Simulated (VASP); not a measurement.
# MgO (P6_3/mmc) in VASP: a series of runs

Runs on MgO. Level: PBEsol. Tasks: single point.

Program: VASP 6.6.1. These are calculated values, not measurements. Logs are shortened: lines on timing, memory, paths and dates and some standing lists are left out, and cuts for length are marked.

**1. The cell of the first run**

The structure is hexagonal, space group P6_3/mmc (No. 194). The conventional cell has a = 3.366 Å, b = 3.366 Å, c = 4.034 Å, α = 90.00°, β = 90.00°, γ = 120.00°. Mg (site symmetry -6m2) has 5 O at 1.94 to 2.02 Å within 2.6 Å. O (site symmetry -6m2) has 5 Mg at 1.94 to 2.02 Å within 2.6 Å.

**2. Single point, PBEsol**

File INCAR:

```
PREC = Accurate ; ENCUT = 520
EDIFF = 1E-7 ; ISMEAR = 0
SIGMA = 0.01 ; LREAL = False
LASPH = True ; NELM = 60
ALGO = Normal ; ISIF = 2
LWAVE = False ; LCHARG = False
GGA = PS ; NBANDS = 16
```

File KPOINTS:

```
Automatic mesh
0
Gamma
  6 6 6
```

File POSCAR:

```
MgO
1.0
    3.3660609497      0.0000000000      0.0000000000
   -1.6830304749      2.9150943750      0.0000000000
    0.0000000000      0.0000000000      4.0338542339
Mg O
2 2
Direct
    0.6666666667      0.3333333333      0.7500000000
    0.3333333333      0.6666666667      0.2500000000
    0.6666666667      0.3333333333      0.2500000000
    0.3333333333      0.6666666667      0.7500000000
```

Potentials or basis: VASP PAW PBE potentials, release 64 (Mg, O).

Started as:

```console
cat potpaw_PBE.64/Mg/POTCAR potpaw_PBE.64/O/POTCAR > POTCAR
mpirun -np 1 vasp_std > vasp.out
```

OUTCAR:

```text
PREC = Accurate
   ENCUT = 520
   EDIFF = 1E-7
   ISMEAR = 0
   LREAL = False
   LASPH = True
   NELM = 60
   ISIF = 2
   GGA = PS

 ion  position               nearest neighbor table
   1  0.667  0.333  0.750-   4 1.94   4 1.94   4 1.94   3 2.02   3 2.02   2 2.80   2 2.80   2 2.80
                             2 2.80   2 2.80   2 2.80
   2  0.333  0.667  0.250-   3 1.94   3 1.94   3 1.94   4 2.02   4 2.02   1 2.80   1 2.80   1 2.80
                             1 2.80   1 2.80   1 2.80
   3  0.667  0.333  0.250-   2 1.94   2 1.94   2 1.94   1 2.02   1 2.02
   4  0.333  0.667  0.750-   1 1.94   1 1.94   1 1.94   2 2.02   2 2.02

  LATTYP: Found a hexagonal cell.
 ALAT       =     3.3660609497
 C/A-ratio  =     1.1983901344

  Lattice vectors:

 A1 = (   3.3660609497,   0.0000000000,   0.0000000000)
 A2 = (  -1.6830304749,   2.9150943750,   0.0000000000)
 A3 = (   0.0000000000,   0.0000000000,   4.0338542339)

Analysis of symmetry for initial positions (statically):
=====================================================================
 Subroutine PRICEL returns:
 Original cell was already a primitive cell.

 Routine SETGRP: Setting up the symmetry group for a
 hexagonal supercell.

 Subroutine GETGRP returns: Found 24 space group operations
 (whereof 12 operations were pure point group operations)
 out of a pool of 24 trial point group operations.

The static configuration has the point symmetry D_3d.
 The point group associated with its full space group is D_6h.

Analysis of symmetry for dynamics (positions and initial velocities):
=====================================================================
 Subroutine PRICEL returns:
 Original cell was already a primitive cell.

 Routine SETGRP: Setting up the symmetry group for a
 hexagonal supercell.

 Subroutine GETGRP returns: Found 24 space group operations
 (whereof 12 operations were pure point group operations)
 out of a pool of 24 trial point group operations.

The dynamic configuration has the point symmetry D_3d.
 The point group associated with its full space group is D_6h.

 Subroutine INISYM returns: Found 24 space group operations
 (whereof 12 operations are pure point group operations),
 and found     1 'primitive' translations

----------------------------------------------------------------------------------------

                                     Primitive cell

  volume of cell :      39.5817

[... 88 lines left out ...]
   LSORBIT =      F    spin-orbit coupling
   LASPH  =      T    aspherical Exc in radial PAW
   ENCUT  =  520.0 eV  38.22 Ry    6.18 a.u.   6.26  6.26  7.50*2*pi/ulx,y,z
   NELM   =     60;   NELMIN=  2; NELMDL= -5     # of ELM steps
   EDIFF  = 0.1E-06   stopping-criterion for ELM
   LREAL  =      F    real-space projection
   EDIFFG = 0.1E-05   stopping-criterion for IOM
   NSW    =      0    number of steps for IOM
   IBRION =     -1    ionic relax: 0-MD 1-quasi-New 2-CG
   NFREE  =      0    steps in history (QN), initial steepest desc. (CG)
   ISIF   =      2    stress and relaxation
   ISYM   =      2    0-nonsym 1-usesym 2-fastsym
   POTIM  = 0.5000    time-step for ionic-motion
   TEBEG  =    0.0;   TEEND  =   0.0 temperature during run
   PSTRESS=    0.0 pullay stress
   NELECT =      16.0000    total number of electrons
   NUPDOWN=      -1.0000    fix difference up-down
   EMIN   =  10.00;   EMAX   =-10.00  energy-range for DOS
   EFERMI =   0.00;   METHOD = LEGACY
   ISMEAR =     0;   SIGMA  =   0.01  broadening in eV -4-tet -1-fermi 0-gaus
   EFERMI_NEDOS =   21; number of points for ismear=-14 and -15
   IALGO  =     38    algorithm
   IMIX   =      4    mixing-type and parameters
     AMIX     =   0.40;   BMIX     =  1.00
     AMIX_MAG =   1.60;   BMIX_MAG =  1.00
  volume/ion in A,a.u.               =       9.90        66.78
  Fermi-wavevector in a.u.,A,eV,Ry     =   1.210458  2.287435 19.935388  1.465210
  Thomas-Fermi vector in A             =   2.346005
   LORBIT       =      0    0 simple, 1 ext, 2 COOP (PROOUT), +10 PAW based schemes
   GGA     = PS    functional components
   LHFCALC =     F    Hartree Fock is set to
   AEXX    =    0.0000 exact exchange contribution
   IVDW    =     0    specifies the selected vdW correction
   LEPSILON=     F    determine dielectric tensor
   LRPA    =     F    only Hartree local field effects (RPA)
 non-spin polarized calculation
 Gauss-broadening in eV      SIGMA  =   0.01
  energy-cutoff  :      520.00
  volume of cell :       39.58
 maximum number of plane-waves:      1084
 NGX is ok and might be reduce to    28
   NGX = 13   NGY = 13   NGZ = 15

 number of electron      15.9999996 magnetization

 Free energy of the ion-electron system (eV)
  ---------------------------------------------------
  ext. energy  EPLUGINS =         0.00000000
  ---------------------------------------------------
  free energy    TOTEN  =       -24.50870889 eV

  energy without entropy =      -24.50870889  energy(sigma->0) =      -24.50870889

 E-fermi :   2.6909     XC(G=0): -10.7999

 val. band max:        2.6240841247   @ k =   0.0000   0.0000   0.0000
 cond. band min:       6.4769769582   @ k =   0.0000   0.0000   0.0000
 fundamental gap:      3.8528928335
 Fermi energy:         2.6909239905

 k-point     1 :       0.0000    0.0000    0.0000
  band No.  band energies     occupation
      1     -14.7565      2.00000
      2     -13.0288      2.00000
      3      -1.4683      2.00000
      4       0.6476      2.00000
      5       0.6476      2.00000
      6       1.6596      2.00000
[... 433 lines left out ...]
      3      -1.3926      2.00000
      4      -1.3926      2.00000
      5       0.9348      2.00000
      6       0.9348      2.00000
[... 8 lines left out ...]
     15      18.5085      0.00000
     16      18.5085      0.00000

 [... further k-points ...]
[... 5 lines left out ...]
  --------------------------------------------------------------------------------------
  -------------------------------------------------------------------------------------
  Total        4.4497700      4.4497703      4.8789239     -0.0000000      0.0000000      0.0000000
  in kB      180.1164402    180.1164503    197.4875987     -0.0000000      0.0000000      0.0000000
  external PRESSURE =     185.9068297 kB  Pullay stress =       0.0000000 kB

 VOLUME and BASIS-vectors are now :
 -----------------------------------------------------------------------------
  energy-cutoff  :      520.00
  volume of cell :       39.58
      direct lattice vectors                 reciprocal lattice vectors
     3.366060950  0.000000000  0.000000000     0.297083153  0.171521034  0.000000000
    -1.683030475  2.915094375  0.000000000     0.000000000  0.343042067  0.000000000
     0.000000000  0.000000000  4.033854234     0.000000000  0.000000000  0.247901868

 POSITION                                       TOTAL-FORCE (eV/Angst)
 -----------------------------------------------------------------------------------
      1.68303      0.97170      3.02539        -0.000000     -0.000000      0.000000
     -0.00000      1.94340      1.00846         0.000000      0.000000      0.000000
      1.68303      0.97170      1.00846        -0.000000      0.000000     -0.000000
     -0.00000      1.94340      3.02539         0.000000     -0.000000      0.000000
 -----------------------------------------------------------------------------------
    total drift:                               -0.000000      0.000000     -0.000000

  FREE ENERGIE OF THE ION-ELECTRON SYSTEM (eV)
  ---------------------------------------------------
  free  energy   TOTEN  =       -24.5087088919 eV

  energy  without entropy=      -24.5087088919  energy(sigma->0) =      -24.50870889
```

OSZICAR:

```text
N       E                     dE             d eps       ncg     rms          rms(c)
DAV:   1     0.606065284013E+02    0.60607E+02   -0.78727E+03   904   0.912E+02
DAV:   2    -0.249298510619E+02   -0.85536E+02   -0.78175E+02  1248   0.204E+02
DAV:   3    -0.283012757520E+02   -0.33714E+01   -0.33619E+01  1040   0.409E+01
DAV:   4    -0.283143345966E+02   -0.13059E-01   -0.13059E-01  1040   0.294E+00
DAV:   5    -0.283143973018E+02   -0.62705E-04   -0.62705E-04  1000   0.194E-01    0.108E+01
DAV:   6    -0.246155669793E+02    0.36988E+01   -0.87150E+00   920   0.236E+01    0.325E+00
DAV:   7    -0.245476126346E+02    0.67954E-01   -0.13974E-01   936   0.295E+00    0.205E+00
DAV:   8    -0.245105798039E+02    0.37033E-01   -0.74759E-02  1000   0.291E+00    0.458E-01
DAV:   9    -0.245083645851E+02    0.22152E-02   -0.46582E-03  1032   0.611E-01    0.113E-01
DAV:  10    -0.245087057703E+02   -0.34119E-03   -0.39288E-04   896   0.143E-01    0.207E-02
DAV:  11    -0.245087098289E+02   -0.40586E-05   -0.57935E-06  1128   0.176E-02    0.123E-02
DAV:  12    -0.245087089235E+02    0.90537E-06   -0.24784E-06   904   0.135E-02    0.193E-03
DAV:  13    -0.245087088919E+02    0.31618E-07   -0.23275E-07   968   0.379E-03
   1 F= -.24508709E+02 E0= -.24508709E+02  d E =-.103412E-23
```

stdout:

```text
POSCAR found type information on POSCAR MgO
 POSCAR found :  2 types and       4 ions
 scaLAPACK will be used
 -----------------------------------------------------------------------------
|                                                                             |
|                                                                             |
|     You enforced a specific xc type in the INCAR file but a different       |
|     I HOPE YOU KNOW WHAT YOU ARE DOING!                                     |
|                                                                             |
 -----------------------------------------------------------------------------

 LDA part: xc-table for (Slater+PW92), standard interpolation
 POSCAR, INCAR and KPOINTS ok, starting setup
 FFT: planning ... GRIDC
 FFT: planning ... GRID_SOFT
 FFT: planning ... GRID
 WAVECAR not read
 entering main loop
```

It took 23 s on 1 thread of AMD EPYC 7R13 (Zen 3), shared host; peak memory 0.13 GiB.

What came out:

| Property | Result |
| --- | --- |
| Free energy | -24.5087 eV |
| Pressure | 18.6 GPa |
| Band gap on the k mesh | 3.85 eV, direct |

Stress tensor (GPa, compression positive):
```
18.01  0.00  0.00
 0.00 18.01  0.00
 0.00  0.00 19.75
```

Levels at points of the mesh, in eV from the valence-band top:
```
           k point  band 4  band 5  band 6  band 7  band 8  band 9  band 10  band 11  band 12  band 13
(0.00, 0.00, 0.00)   -1.98   -1.98   -0.96   -0.96    0.00    3.85    10.26    12.96    13.14    13.14
(0.50, 0.00, 0.00)   -2.68   -2.64   -2.16   -1.49   -0.59    7.14     9.98    10.12    13.20    13.34
(0.00, 0.00, 0.50)   -2.67   -1.50   -1.50   -1.50   -1.50    6.92     6.92    13.48    13.48    13.48
(0.50, 0.00, 0.50)   -4.34   -1.75   -1.75   -0.98   -0.98    7.54     7.54    13.11    13.11    14.84
```

Caveat: the PAW data sets were made with another functional, which shifts forces and pressure a little. PBEsol gaps usually lie below the measured ones, often by a third to a half.

**3. Single point, PBEsol**

This run uses another cell than the first one, of 10.17 Å³/atom, 1.028 times its volume.

File INCAR:

```
  ALGO = Normal
  EDIFF = 1E-6
  ENCUT = 520
  GGA = PS
  ISIF = 2
  ISMEAR = 0
  LASPH = True
  LCHARG = False
  LREAL = False
  LWAVE = False
  NBANDS = 16
  NELM = 80
  PREC = Accurate
  SIGMA = 0.01
```

File KPOINTS:

```
k-points
0
Gamma
  6 6 6
```

File POSCAR:

```
MgO
1.0
    3.3969439679      0.0000000000      0.0000000000
   -1.6984719840      2.9418398541      0.0000000000
    0.0000000000      0.0000000000      4.0708641383
Mg O
2 2
Direct
    0.6666666667      0.3333333333      0.7500000000
    0.3333333333      0.6666666667      0.2500000000
    0.6666666667      0.3333333333      0.2500000000
    0.3333333333      0.6666666667      0.7500000000
```

Potentials or basis: VASP PAW PBE potentials, release 64 (Mg, O).

Started as:

```console
cat potpaw_PBE.64/Mg/POTCAR potpaw_PBE.64/O/POTCAR > POTCAR
mpirun -np 1 vasp_std > vasp.out
```

Wall time 23 s (1 thread of AMD EPYC 7R13 (Zen 3), shared host); peak memory 0.13 GiB.

The run converged. Its results:

```
Free energy            : -24.6188 eV
Pressure               : 13.2 GPa
Band gap on the k mesh : 3.71 eV, direct
```

Stress tensor (GPa, compression positive):
```
12.80  0.00  0.00
 0.00 12.80  0.00
 0.00  0.00 14.09
```

Levels at points of the mesh, in eV from the valence-band top:
| k point | band 4 | band 5 | band 6 | band 7 | band 8 | band 9 | band 10 | band 11 | band 12 | band 13 |
| --- | --- | --- | --- | --- | --- | --- | --- | --- | --- | --- |
| (0.00, 0.00, 0.00) | -1.92 | -1.92 | -0.92 | -0.92 | 0.00 | 3.71 | 10.03 | 12.73 | 12.95 | 12.95 |
| (0.50, 0.00, 0.00) | -2.60 | -2.57 | -2.11 | -1.44 | -0.58 | 7.07 | 9.82 | 9.90 | 12.99 | 13.11 |
| (0.00, 0.00, 0.50) | -2.61 | -1.44 | -1.44 | -1.44 | -1.44 | 6.77 | 6.77 | 13.30 | 13.30 | 13.30 |
| (0.50, 0.00, 0.50) | -4.23 | -1.70 | -1.70 | -0.94 | -0.94 | 7.45 | 7.45 | 12.79 | 12.79 | 14.61 |

Caveat: the PAW data sets were made with another functional, which shifts forces and pressure a little.

**4. Single point, PBEsol**

This run uses another cell than the first one, of 10.45 Å³/atom, 1.056 times its volume.

File INCAR:

```
ALGO = Normal
EDIFF = 1E-6
ENCUT = 520
GGA = PS
ISIF = 2
ISMEAR = 0
LASPH = T
LCHARG = F
LREAL = F
LWAVE = F
NBANDS = 16
NELM = 100
PREC = Accurate
SIGMA = 0.01
```

KPOINTS is that of step 3.

File POSCAR:

```
MgO
1.0
    3.4272754297      0.0000000000      0.0000000000
   -1.7136377148      2.9681076712      0.0000000000
    0.0000000000      0.0000000000      4.1072130628
Mg O
2 2
Direct
    0.6666666667      0.3333333333      0.7500000000
    0.3333333333      0.6666666667      0.2500000000
    0.6666666667      0.3333333333      0.2500000000
    0.3333333333      0.6666666667      0.7500000000
```

Started as:

```console
cat potpaw_PBE.64/Mg/POTCAR potpaw_PBE.64/O/POTCAR > POTCAR
mpirun -np 1 vasp_std > vasp.out
```

It took 20 s on 1 thread of AMD EPYC 7R13 (Zen 3), shared host; peak memory 0.14 GiB.

Results (log left out):

```
Free energy            : -24.6944 eV
Pressure               : 8.5 GPa
Band gap on the k mesh : 3.57 eV, direct
```

Stress tensor (GPa, compression positive):
```
8.22 0.00 0.00
0.00 8.22 0.00
0.00 0.00 9.13
```

Levels at points of the mesh, in eV from the valence-band top:
```csv
k point,band 4,band 5,band 6,band 7,band 8,band 9,band 10,band 11,band 12,band 13
"(0.00, 0.00, 0.00)",-1.86,-1.86,-0.88,-0.88,0.00,3.57,9.81,12.52,12.76,12.76
"(0.50, 0.00, 0.00)",-2.53,-2.50,-2.07,-1.40,-0.56,6.99,9.54,9.83,12.66,13.01
"(0.00, 0.00, 0.50)",-2.56,-1.39,-1.39,-1.39,-1.39,6.63,6.63,13.12,13.12,13.12
"(0.50, 0.00, 0.50)",-4.13,-1.65,-1.65,-0.90,-0.90,7.35,7.35,12.47,12.47,14.39
```

Caveat: the PAW data sets were made with another functional, which shifts forces and pressure a little. PBEsol gaps usually lie below the measured ones, often by a third to a half.

**5. Single point, PBEsol**

This run uses another cell than the first one, of 10.72 Å³/atom, 1.083 times its volume.

File INCAR:

```
PREC = Accurate
ENCUT = 520
EDIFF = 1E-6
ISMEAR = 0
SIGMA = 0.01
LREAL = F
LASPH = T
NELM = 100
ALGO = Normal
ISIF = 2
LWAVE = F
LCHARG = F
GGA = PS
NBANDS = 16
```

File KPOINTS:

```
regular mesh
0
Gamma
  6 6 6
```

File POSCAR:

```
MgO
1.0
    3.4570793207      0.0000000000      0.0000000000
   -1.7285396603      2.9939185987      0.0000000000
    0.0000000000      0.0000000000      4.1429297518
Mg O
2 2
Direct
    0.6666666667      0.3333333333      0.7500000000
    0.3333333333      0.6666666667      0.2500000000
    0.6666666667      0.3333333333      0.2500000000
    0.3333333333      0.6666666667      0.7500000000
```

Started as:

```console
cat potpaw_PBE.64/Mg/POTCAR potpaw_PBE.64/O/POTCAR > POTCAR
mpirun -np 1 vasp_std > vasp.out
```

Wall time 21 s (1 thread of AMD EPYC 7R13 (Zen 3), shared host); peak memory 0.13 GiB.

It converged, with:

```
Free energy            : -24.7396 eV
Pressure               : 4.4 GPa
Band gap on the k mesh : 3.44 eV, direct
```

Stress tensor (GPa, compression positive):
```
4.20 0.00 0.00
0.00 4.20 0.00
0.00 0.00 4.78
```

Levels at points of the mesh, in eV from the valence-band top:
```
           k point  band 6  band 7  band 8  band 9  band 10  band 11
(0.00, 0.00, 0.00)   -0.85   -0.85    0.00    3.44     9.60    12.31
(0.50, 0.00, 0.00)   -2.02   -1.36   -0.54    6.92     9.27     9.76
(0.00, 0.00, 0.50)   -1.35   -1.35   -1.35    6.49     6.49    12.94
(0.50, 0.00, 0.50)   -1.60   -0.87   -0.87    7.26     7.26    12.17
```

Caveat: the PAW data sets were made with another functional, which shifts forces and pressure a little.

(Continued in part 2 of 2.)
